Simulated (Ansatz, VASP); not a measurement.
BAs in VASP and in Ansatz

Contents of INCAR:

```
SYSTEM = BAs
ALGO     = Normal         ! electronic algorithm
EDIFF    = 1E-6           ! SCF threshold, eV
ENCUT    = 520            ! plane-wave cutoff, eV
GGA      = CA             ! functional
ISIF     = 2              ! what is computed and relaxed
ISMEAR   = -1             ! smearing method
LASPH    = .True.         ! aspherical terms in the spheres
LCHARG   = .False.        ! write CHGCAR
LREAL    = .False.        ! projectors in reciprocal space
LWAVE    = .False.        ! write WAVECAR
NBANDS   = 11             ! bands
NELM     = 60             ! most SCF steps
PREC     = Accurate       ! precision mode
SIGMA    = 0.03           ! smearing width, eV
```

File KPOINTS:

```
k-points
0
Gamma
  15 15 15
  0 0 0
```

The input POSCAR:

```
BAs
1.0
    0.0000000000      2.3885000000      2.3407300000
    2.3885000000      0.0000000000      2.3407300000
    2.3885000000      2.3885000000      0.0000000000
B As
1 1
Direct
    0.0000000000      0.0000000000      0.0000000000
    0.7500000000      0.7500000000      0.7500000000
```

Input for Ansatz:

```yaml
crystal:
  lattice:
    - [0.0, 2.3885, 2.34073]
    - [2.3885, 0.0, 2.34073]
    - [2.3885, 2.3885, 0.0]
  atoms:
    - { symbol: B, position: [0.0, 0.0, 0.0] }
    - { symbol: As, position: [0.75, 0.75, 0.75] }
kpoints:
  mp_grid: { grid: [15, 15, 15] }
  band_path:
    path:
      - [0.0, 0.0, 0.0]
      - [0.0, 0.5, 0.5]
      - [0.25, 0.75, 0.5]
      - [0.0, 0.5, 0.0]
      - [0.0, 0.0, 0.0]
      - [0.5, 0.5, 0.0]
      - [0.3801541025, 0.6198458975, 0.0]
      - [-0.3801541025, 0.3801541025, 0.0]
      - [0.0, 0.0, 0.0]
    npoints: 5
scf:
  occupations: { method: fermi_dirac, width: 0.03 }
hamiltonian:
  xc: lda
  pseudopotentials: { kind: all_electron, lapw: { basis_error: 0.00025 } }
output:
  forces: true
  stress: true
  eigenvalues: true
```

Change from the starting cell: zz strain of -2 %.

Alike in both runs: task single point; functional LDA; k mesh 15 × 15 × 15; occupations fermi-dirac, width 0.03 eV; no spin polarisation.

```csv
,VASP,Ansatz
version,VASP 6.6.1,Ansatz 0.2.0
potentials or method,"VASP PAW LDA potentials, release 64 (B, As), cutoff 520 eV","all-electron LAPW, scalar-relativistic"
```

```csv
,VASP,Ansatz,Ansatz less VASP
pressure (GPa),-0.3,-1.2,-0.92
"traceless stress, the component that is largest in VASP (GPa)",2.76,2.77,+0.017
```

LDA's correlation is that of Perdew and Zunger in VASP and of Perdew and Wang (1992) in Ansatz. Ansatz ran all-electron here, and VASP with PAW potentials.
